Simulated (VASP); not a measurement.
# P (Im-3m) in VASP: a series of runs

P is run at these levels: PBE; tasks: single point, relaxation of cell and atoms.

All numbers are computed with VASP 6.6.1; they aren't measurements. Logs are shortened: lines on timing, memory, paths and dates and some standing lists are left out, and cuts for length are marked.

## 1. The cell of the first run

The structure is cubic, space group Im-3m (No. 229). Conventional cell: a = 2.311 Å, b = 2.311 Å, c = 2.311 Å, α = 90.00°, β = 90.00°, γ = 90.00°. Within 2.7 Å of P (site symmetry m-3m) lie 14 P at 2.00 to 2.31 Å.

## 2. Single point, PBE

Input file INCAR:

```
SYSTEM = P
PREC = Accurate
ENCUT = 520
EDIFF = 1E-6
ISMEAR = -1
SIGMA = 0.08
LREAL = .FALSE.
LASPH = .TRUE.
NELM = 60
ALGO = Normal
ISIF = 2
LWAVE = .FALSE.
LCHARG = .TRUE.
GGA = PE
LELF = .TRUE.
LVHAR = .TRUE.
NBANDS = 8
```

Input file KPOINTS:

```
Automatic mesh
0
G
  23 23 23
  0 0 0
```

Input file POSCAR:

```
P
1.0
   -1.1556743672      1.1556743672      1.1556743672
    1.1556743672     -1.1556743672      1.1556743672
    1.1556743672      1.1556743672     -1.1556743672
P
1
Direct
    0.0000000000      0.0000000000      0.0000000000
```

Potentials or basis: VASP PAW PBE potentials, release 64 (P).

Started as:

```sh
> cat potpaw_PBE.64/P/POTCAR > POTCAR
> mpirun -np 1 vasp_std > vasp.out
```

OUTCAR:

```text
SYSTEM = P
   PREC = Accurate
   ENCUT = 520
   EDIFF = 1E-6
   ISMEAR = -1
   LREAL = .FALSE.
   LASPH = .TRUE.
   NELM = 60
   ISIF = 2
   GGA = PE

 ion  position               nearest neighbor table
   1  0.000  0.000  0.000-

  LATTYP: Found a body centered cubic cell.
 ALAT       =     2.3113487344

  Lattice vectors:

 A1 = (  -1.1556743672,   1.1556743672,   1.1556743672)
 A2 = (   1.1556743672,  -1.1556743672,   1.1556743672)
 A3 = (   1.1556743672,   1.1556743672,  -1.1556743672)

Analysis of symmetry for initial positions (statically):
=====================================================================
 Subroutine PRICEL returns:
 Original cell was already a primitive cell.

 Routine SETGRP: Setting up the symmetry group for a
 body centered cubic supercell.

 Subroutine GETGRP returns: Found 48 space group operations
 (whereof 48 operations were pure point group operations)
 out of a pool of 48 trial point group operations.

The static configuration has the point symmetry O_h .

Analysis of symmetry for dynamics (positions and initial velocities):
=====================================================================
 Subroutine PRICEL returns:
 Original cell was already a primitive cell.

 Routine SETGRP: Setting up the symmetry group for a
 body centered cubic supercell.

 Subroutine GETGRP returns: Found 48 space group operations
 (whereof 48 operations were pure point group operations)
 out of a pool of 48 trial point group operations.

The dynamic configuration has the point symmetry O_h .

 Subroutine INISYM returns: Found 48 space group operations
 (whereof 48 operations are pure point group operations),
 and found     1 'primitive' translations

----------------------------------------------------------------------------------------

                                     Primitive cell

  volume of cell :       6.1740

  direct lattice vectors                    reciprocal lattice vectors
    -1.155674367  1.155674367  1.155674367     0.000000000  0.432647824  0.432647824
     1.155674367 -1.155674367  1.155674367     0.432647824  0.000000000  0.432647824
     1.155674367  1.155674367 -1.155674367     0.432647824  0.432647824  0.000000000

  length of vectors
     2.001686721  2.001686721  2.001686721     0.611856420  0.611856420  0.611856420

  position of ions in fractional coordinates (direct lattice)
     0.000000000  0.000000000  0.000000000

  ion indices of the primitive-cell ions
   primitive index   ion index
                 1           1

----------------------------------------------------------------------------------------

 KPOINTS: Automatic mesh

Automatic generation of k-mesh.
 Grid dimensions read from file:
 generate k-points for:   23   23   23

 Generating k-lattice:

  Cartesian coordinates                     Fractional coordinates (reciprocal lattice)
     0.000000000  0.018810775  0.018810775     0.043478261  0.000000000  0.000000000
     0.018810775  0.000000000  0.018810775     0.000000000  0.043478261  0.000000000
     0.018810775  0.018810775  0.000000000     0.000000000  0.000000000  0.043478261

  Length of vectors
     0.026602453  0.026602453  0.026602453

  Shift w.r.t. Gamma in fractional coordinates (k-lattice)
     0.000000000  0.000000000  0.000000000

 Subroutine IBZKPT returns following result:
 ===========================================

 Found    364 irreducible k-points:

 Following reciprocal coordinates:
            Coordinates               Weight
  0.000000  0.000000  0.000000      1.000000
  0.043478  0.000000  0.000000     12.000000
  0.086957  0.000000  0.000000     12.000000
  0.130435  0.000000  0.000000     12.000000
  0.173913  0.000000  0.000000     12.000000
  0.217391  0.000000  0.000000     12.000000
[... 16 lines left out ...]
  0.478261  0.043478  0.000000     24.000000
  0.086957  0.086957  0.000000     24.000000
 [... further k-points ...]
   k-points           NKPTS =    364   k-points in BZ     NKDIM =    364   number of bands    NBANDS=      8
   number of dos      NEDOS =    301   number of ions     NIONS =      1
   total plane-waves  NPLWV =   4096
   dimension x,y,z NGX =    16 NGY =   16 NGZ =   16
   dimension x,y,z NGXF=    32 NGYF=   32 NGZF=   32
   ions per type =               1
   NGX,Y,Z   is equivalent  to a cutoff of  13.29, 13.29, 13.29 a.u.
   NGXF,Y,Z  is equivalent  to a cutoff of  26.58, 26.58, 26.58 a.u.
 SYSTEM =  P
   PREC   = accura    normal or accurate (medium, high low for compatibility)
   ISTART =      0    job   : 0-new  1-cont  2-samecut
   ICHARG =      2    charge: 1-file 2-atom 10-const
   ISPIN  =      1    spin polarized calculation?
   LNONCOLLINEAR =      F non collinear calculations
   LSORBIT =      F    spin-orbit coupling
   LASPH  =      T    aspherical Exc in radial PAW
   ENCUT  =  520.0 eV  38.22 Ry    6.18 a.u.   3.72  3.72  3.72*2*pi/ulx,y,z
   NELM   =     60;   NELMIN=  2; NELMDL= -5     # of ELM steps
   EDIFF  = 0.1E-05   stopping-criterion for ELM
   LREAL  =      F    real-space projection
   EDIFFG = 0.1E-04   stopping-criterion for IOM
   NSW    =      0    number of steps for IOM
   IBRION =     -1    ionic relax: 0-MD 1-quasi-New 2-CG
   NFREE  =      0    steps in history (QN), initial steepest desc. (CG)
   ISIF   =      2    stress and relaxation
   ISYM   =      2    0-nonsym 1-usesym 2-fastsym
   POTIM  = 0.5000    time-step for ionic-motion
   TEBEG  =    0.0;   TEEND  =   0.0 temperature during run
   PSTRESS=    0.0 pullay stress
   NELECT =       5.0000    total number of electrons
   NUPDOWN=      -1.0000    fix difference up-down
   EMIN   =  10.00;   EMAX   =-10.00  energy-range for DOS
   EFERMI =   0.00;   METHOD = LEGACY
   ISMEAR =    -1;   SIGMA  =   0.08  broadening in eV -4-tet -1-fermi 0-gaus
   EFERMI_NEDOS =   21; number of points for ismear=-14 and -15
   IALGO  =     38    algorithm
   IMIX   =      4    mixing-type and parameters
     AMIX     =   0.40;   BMIX     =  1.00
     AMIX_MAG =   1.60;   BMIX_MAG =  1.00
  volume/ion in A,a.u.               =       6.17        41.66
  Fermi-wavevector in a.u.,A,eV,Ry     =   1.525958  2.883643 31.681832  2.328549
  Thomas-Fermi vector in A             =   2.634057
   LORBIT       =      0    0 simple, 1 ext, 2 COOP (PROOUT), +10 PAW based schemes
   GGA     = PE    functional components
   LHFCALC =     F    Hartree Fock is set to
   AEXX    =    0.0000 exact exchange contribution
   IVDW    =     0    specifies the selected vdW correction
   LEPSILON=     F    determine dielectric tensor
   LRPA    =     F    only Hartree local field effects (RPA)
 non-spin polarized calculation
  energy-cutoff  :      520.00
  volume of cell :        6.17
 maximum number of plane-waves:       177
   NGX =  7   NGY =  7   NGZ =  7

 number of electron       5.0000001 magnetization

 Free energy of the ion-electron system (eV)
  ---------------------------------------------------
  ext. energy  EPLUGINS =         0.00000000
  ---------------------------------------------------
  free energy    TOTEN  =         0.69852601 eV

  energy without entropy =        0.70342368  energy(sigma->0) =        0.70097485

 E-fermi :  26.6075     XC(G=0): -15.5348

 val. band max:       26.5928066215   @ k =  -0.2609   0.3478   0.1304
 cond. band min:      26.6175415493   @ k =  -0.3478   0.3478   0.2174
 fundamental gap:      0.0247349279
 Fermi energy:        26.6074803270

 k-point     1 :       0.0000    0.0000    0.0000
  band No.  band energies     occupation
      1      -1.6735      2.00000
      2      41.5687      0.00000
      3      41.5687      0.00000
      4      41.5687      0.00000
      5      47.4019      0.00000
      6      47.4019      0.00000
      7      47.4019      0.00000
      8      48.2673      0.00000

 k-point     2 :       0.0435    0.0000    0.0000
  band No.  band energies     occupation
      1      -1.5732      2.00000
      2      40.6214      0.00000
      3      41.1471      0.00000
      4      41.1748      0.00000
      5      46.4972      0.00000
      6      47.0407      0.00000
      7      47.8743      0.00000
      8      47.9988      0.00000

 k-point     3 :       0.0870    0.0000    0.0000
  band No.  band energies     occupation
      1      -1.2728      2.00000
      2      38.2086      0.00000
      3      40.1882      0.00000
      4      40.2047      0.00000
      5      45.1041      0.00000
      6      45.9930      0.00000
      7      48.2410      0.00000
      8      49.2751      0.00000

 k-point     4 :       0.1304    0.0000    0.0000
  band No.  band energies     occupation
      1      -0.7733      2.00000
      2      35.1525      0.00000
      3      38.9389      0.00000
      4      39.1332      0.00000
      5      43.7020      0.00000
      6      45.1280      0.00000
      7      48.9059      0.00000
      8      49.7477      0.00000

 k-point     5 :       0.1739    0.0000    0.0000
  band No.  band energies     occupation
      1      -0.0766      2.00000
      2      31.9376      0.00000
      3      37.6463      0.00000
      4      38.0997      0.00000
      5      42.3993      0.00000
      6      44.3586      0.00000
      7      49.7676      0.00000
      8      50.2904      0.00000
[... 177 lines left out ...]
 k-point    22 :       0.4348    0.0435    0.0000
  band No.  band energies     occupation
      1       8.9632      2.00000
      2      13.7939      2.00000
      3      31.4177      0.00000
      4      34.3218      0.00000
      5      38.3117      0.00000
      6      41.8159      0.00000
      7      55.2905      0.00000
      8      59.0595      0.00000

 k-point    23 :       0.4783    0.0435    0.0000
  band No.  band energies     occupation
      1      10.2330      2.00000
      2      12.3552      2.00000
      3      31.3247      0.00000
      4      34.2491      0.00000
      5      38.2267      0.00000
      6      41.7453      0.00000
      7      55.7193      0.00000
      8      59.3705      0.00000

 k-point    24 :       0.0870    0.0870    0.0000
  band No.  band energies     occupation
      1      -0.4743      2.00000
      2      34.9100      0.00000
      3      35.7321      0.00000
      4      39.0421      0.00000
      5      44.3302      0.00000
      6      45.1824      0.00000
      7      49.4647      0.00000
      8      49.6642      0.00000

 [... further k-points ...]

------------------------ aborting loop because EDIFF is reached ----------------------------------------

  FORCE on cell =-STRESS in cart. coord.  units (eV):
  Direction    XX          YY          ZZ          XY          YZ          ZX
  --------------------------------------------------------------------------------------
  -------------------------------------------------------------------------------------
  Total       17.0396986     17.0396986     17.0396986      0.0000000      0.0000000      0.0000000
  in kB     4421.8708938   4421.8708938   4421.8708938      0.0000000      0.0000000      0.0000000
  external PRESSURE =    4421.8708938 kB  Pullay stress =       0.0000000 kB

 VOLUME and BASIS-vectors are now :
 -----------------------------------------------------------------------------
  energy-cutoff  :      520.00
  volume of cell :        6.17
      direct lattice vectors                 reciprocal lattice vectors
    -1.155674367  1.155674367  1.155674367     0.000000000  0.432647824  0.432647824
     1.155674367 -1.155674367  1.155674367     0.432647824  0.000000000  0.432647824
     1.155674367  1.155674367 -1.155674367     0.432647824  0.432647824  0.000000000

 POSITION                                       TOTAL-FORCE (eV/Angst)
 -----------------------------------------------------------------------------------
      0.00000      0.00000      0.00000        -0.000000     -0.000000      0.000000
 -----------------------------------------------------------------------------------
    total drift:                                0.000000      0.000000      0.000000

  FREE ENERGIE OF THE ION-ELECTRON SYSTEM (eV)
  ---------------------------------------------------
  free  energy   TOTEN  =         0.6985260092 eV

  energy  without entropy=        0.7034236824  energy(sigma->0) =        0.70097485
```

Run time: 8 s. Hardware: 1 thread of AMD EPYC 9R45 (Zen 5), shared host; peak memory 0.09 GiB.

Results:

```
Free energy : 0.6985 eV
Pressure    : 442.2 GPa
```

## 3. Relaxation of cell and atoms, PBE, target pressure 450 GPa, at which the enthalpy is minimised

This run uses another cell than the first one, of 6.04 Å³/atom, 0.978 times its volume.

Input file INCAR:

```
PREC = Accurate ; ENCUT = 600
EDIFF = 1E-6 ; ISMEAR = -1
SIGMA = 0.08 ; LREAL = False
LASPH = True ; NELM = 60
ALGO = Normal ; ISIF = 3
LWAVE = False ; LCHARG = False
GGA = PE ; IBRION = 2
NSW = 60 ; EDIFFG = -0.005
PSTRESS = 4500.0
```

Input file KPOINTS:

```
Automatic mesh
0
Gamma
  23 23 23
```

Input file POSCAR:

```
P
1.0
   -1.1473109519      1.1473109519      1.1473109519
    1.1473109519     -1.1473109519      1.1473109519
    1.1473109519      1.1473109519     -1.1473109519
P
1
Direct
    0.0000000000      0.0000000000      0.0000000000
```

Potentials or basis: VASP PAW PBE potentials, release 64 (P).

Started as:

```sh
> cat potpaw_PBE.64/P/POTCAR > POTCAR
> mpirun -np 1 vasp_std > vasp.out
```

OUTCAR:

```text
PREC = Accurate
   ENCUT = 600
   EDIFF = 1E-6
   ISMEAR = -1
   LREAL = False
   LASPH = True
   NELM = 60
   ISIF = 3
   GGA = PE
   IBRION = 2
   NSW = 60
   EDIFFG = -0.005
   PSTRESS = 4500.0

 ion  position               nearest neighbor table
   1  0.000  0.000  0.000-

  LATTYP: Found a body centered cubic cell.
 ALAT       =     2.2946219038

  Lattice vectors:

 A1 = (  -1.1473109519,   1.1473109519,   1.1473109519)
 A2 = (   1.1473109519,  -1.1473109519,   1.1473109519)
 A3 = (   1.1473109519,   1.1473109519,  -1.1473109519)

Analysis of symmetry for initial positions (statically):
=====================================================================
 Subroutine PRICEL returns:
 Original cell was already a primitive cell.

 Routine SETGRP: Setting up the symmetry group for a
 body centered cubic supercell.

 Subroutine GETGRP returns: Found 48 space group operations
 (whereof 48 operations were pure point group operations)
 out of a pool of 48 trial point group operations.

The static configuration has the point symmetry O_h .

Analysis of symmetry for dynamics (positions and initial velocities):
=====================================================================
 Subroutine PRICEL returns:
 Original cell was already a primitive cell.

 Routine SETGRP: Setting up the symmetry group for a
 body centered cubic supercell.

 Subroutine GETGRP returns: Found 48 space group operations
 (whereof 48 operations were pure point group operations)
 out of a pool of 48 trial point group operations.

The dynamic configuration has the point symmetry O_h .

 Subroutine INISYM returns: Found 48 space group operations
 (whereof 48 operations are pure point group operations),
 and found     1 'primitive' translations

[... 113 lines left out ...]
  volume/ion in A,a.u.               =       6.04        40.77
  Fermi-wavevector in a.u.,A,eV,Ry     =   1.537082  2.904664 32.145410  2.362621
  Thomas-Fermi vector in A             =   2.643641
   LORBIT       =      0    0 simple, 1 ext, 2 COOP (PROOUT), +10 PAW based schemes
   GGA     = PE    functional components
   LHFCALC =     F    Hartree Fock is set to
   AEXX    =    0.0000 exact exchange contribution
   IVDW    =     0    specifies the selected vdW correction
   LEPSILON=     F    determine dielectric tensor
   LRPA    =     F    only Hartree local field effects (RPA)
 conjugate gradient relaxation of ions
 non-spin polarized calculation
  energy-cutoff  :      600.00
  volume of cell :        6.04
 maximum number of plane-waves:       212
   NGX =  7   NGY =  7   NGZ =  7

--------------------------------------- Ionic step        1  -------------------------------------------

 number of electron       5.0000001 magnetization

 Free energy of the ion-electron system (eV)
  ---------------------------------------------------
  ext. energy  EPLUGINS =         0.00000000
  ---------------------------------------------------
  free energy    TOTEN  =         1.07761080 eV

  energy without entropy =        1.08281634  energy(sigma->0) =        1.08021357

------------------------ aborting loop because EDIFF is reached ----------------------------------------

  FORCE on cell =-STRESS in cart. coord.  units (eV):
  Direction    XX          YY          ZZ          XY          YZ          ZX
  --------------------------------------------------------------------------------------
  -------------------------------------------------------------------------------------
  Total       17.8837495     17.8837495     17.8837495      0.0000000      0.0000000      0.0000000
  in kB     4743.1378943   4743.1378943   4743.1378943      0.0000000      0.0000000      0.0000000
  external PRESSURE =     243.1378943 kB  Pullay stress =    4500.0000000 kB
[... 98 lines left out ...]
--------------------------------------- Ionic step        4  -------------------------------------------

 number of electron       5.0000001 magnetization

 Free energy of the ion-electron system (eV)
  ---------------------------------------------------
  ext. energy  EPLUGINS =         0.00000000
  ---------------------------------------------------
  free energy    TOTEN  =         0.78930209 eV

  energy without entropy =        0.79428802  energy(sigma->0) =        0.79179506

 E-fermi :  26.7456     XC(G=0): -15.5622

 val. band max:       26.7358516888   @ k =  -0.2609   0.3478   0.1304
 cond. band min:      26.7575198079   @ k =  -0.3478   0.3478   0.2174
 fundamental gap:      0.0216681191
 Fermi energy:        26.7455744020

 k-point     1 :       0.0000    0.0000    0.0000
  band No.  band energies     occupation
      1      -1.6285      2.00000
      2      41.7349      0.00000
      3      41.7349      0.00000
      4      41.7349      0.00000
      5      47.6763      0.00000
      6      47.6763      0.00000
[... 199 lines left out ...]
 k-point    24 :       0.0870    0.0870    0.0000
  band No.  band energies     occupation
      1      -0.4254      2.00000
      2      35.0610      0.00000
      3      35.8973      0.00000
      4      39.2203      0.00000
      5      44.5026      0.00000
      6      45.4029      0.00000

 [... further k-points ...]
[... 5 lines left out ...]
  --------------------------------------------------------------------------------------
  -------------------------------------------------------------------------------------
  Total       17.2453734     17.2453734     17.2453734     -0.0000000      0.0000000      0.0000000
  in kB     4499.3636524   4499.3636524   4499.3636524     -0.0000000      0.0000000      0.0000000
  external PRESSURE =      -0.6363476 kB  Pullay stress =    4500.0000000 kB
[... 20 lines left out ...]
  energy  without entropy=        0.7942880205  energy(sigma->0) =        0.79179506

  enthalpy is  TOTEN    =        18.0371145211 eV   P V=       17.2478124290

 reached required accuracy - stopping structural energy minimisation
```

CONTCAR:

```text
P
   1.00000000000000
    -1.1536056274998190    1.1536056274998190    1.1536056274998190
     1.1536056274998190   -1.1536056274998190    1.1536056274998190
     1.1536056274998190    1.1536056274998190   -1.1536056274998190
  P
     1
Direct
     0.0000000000000000    0.0000000000000000    0.0000000000000000

  0.00000000E+00  0.00000000E+00  0.00000000E+00
```

Wall time 14 s (1 thread of AMD EPYC 9R45 (Zen 5), shared host); peak memory 0.09 GiB.

What came out:

| Item | Value |
| --- | --- |
| Free energy | 0.7893 eV |
| Relaxed volume | 6.14 Å³/atom |
| Relaxed cell | a = 1.998 Å, b = 1.998 Å, c = 1.998 Å, α = 109.47°, β = 109.47°, γ = 109.47° |
| Space group after relaxing (to 0.05 Å) | Im-3m (No. 229) |
| Energy change on relaxing (the enthalpy is what falls) | -288.3 meV/atom |
| Ionic steps | 4 |
| Pressure after relaxing | 449.9 GPa |

Step by step:
| step | energy change (eV) | largest force (eV/Å) | pressure (GPa) | volume (Å³) |
| --- | --- | --- | --- | --- |
| 1 | 0.0000 | 0.0000 | 474.31 | 6.04 |
| 2 | -2.0082 | 0.0000 | 308.11 | 6.88 |
| 3 | -0.3026 | 0.0000 | 448.79 | 6.15 |
| 4 | -0.2883 | 0.0000 | 449.94 | 6.14 |

Final structure:
```
P
1.0
    -1.15361    1.15361    1.15361
     1.15361   -1.15361    1.15361
     1.15361    1.15361   -1.15361
P
1
Cartesian
  0.0000 0.0000 0.0000
```

Levels at points of the mesh, in eV from the Fermi level:
```tsv
k point	band 1	band 2	band 3	band 4	band 5	band 6
(0.00, 0.00, 0.00)	-28.37	14.99	14.99	14.99	20.93	20.93
```

Caveat: the cell is relaxed towards a set pressure, so the enthalpy falls and the energy may rise.

(Continued in part 2 of 2.)
